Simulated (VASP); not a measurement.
A run of VASP 6.6.1:

The input POSCAR:

```
AlN
1.0
    3.1302469247      0.0000000000      0.0000000000
   -1.5651234624      2.7108733569      0.0000000000
    0.0000000000      0.0000000000      5.0179926666
Al N
2 2
Direct
    0.3333333333      0.6666666667     -0.0007707950
    0.6666666667      0.3333333333      0.4992292050
    0.3333333333      0.6666666667      0.3807707950
    0.6666666667      0.3333333333      0.8807707950
```

Contents of INCAR.step1:

```
SYSTEM = AlN
ALGO = Normal
EDIFF = 1E-6
ENCUT = 520
GGA = PS
ISIF = 2
ISMEAR = 0
LASPH = .True.
LCHARG = .True.
LREAL = .False.
LWAVE = .False.
NBANDS = 16
NELM = 80
PREC = Accurate
SIGMA = 0.02
```

File KPOINTS.step1:

```
k-points
0
Gamma
  12 12 6
  0 0 0
```

File INCAR.step2:

```
SYSTEM = AlN
ALGO = Normal
EDIFF = 1E-6
ENCUT = 520
GGA = PS
ICHARG = 11
ISIF = 2
ISMEAR = -5
LASPH = .True.
LCHARG = .False.
LORBIT = 10
LREAL = .False.
LWAVE = .False.
NBANDS = 16
NEDOS = 1001
NELM = 80
PREC = Accurate
SIGMA = 0.02
```

File KPOINTS.step2:

```
k-points
0
Gamma
  18 18 9
  0 0 0
```

Potentials or basis: VASP PAW PBE potentials, release 64 (Al, N).

Run with:

```console
$ cat potpaw_PBE.64/Al/POTCAR potpaw_PBE.64/N/POTCAR > POTCAR
$ cp INCAR.step1 INCAR
$ cp KPOINTS.step1 KPOINTS
$ mpirun -np 1 vasp_std > vasp.out
$ cp INCAR.step2 INCAR
$ cp KPOINTS.step2 KPOINTS
$ mpirun -np 1 vasp_std > vasp.out
```

Hardware: 1 thread of AMD EPYC 7R13 Processor (Zen 3), with other jobs on the host.

Problem. How long does it take, and how much memory?

Solution. Wall time 3.2 min on 1 thread of AMD EPYC 7R13 Processor (Zen 3), with other jobs on the host, peak memory 0.19 GiB. Counts: k points 185.
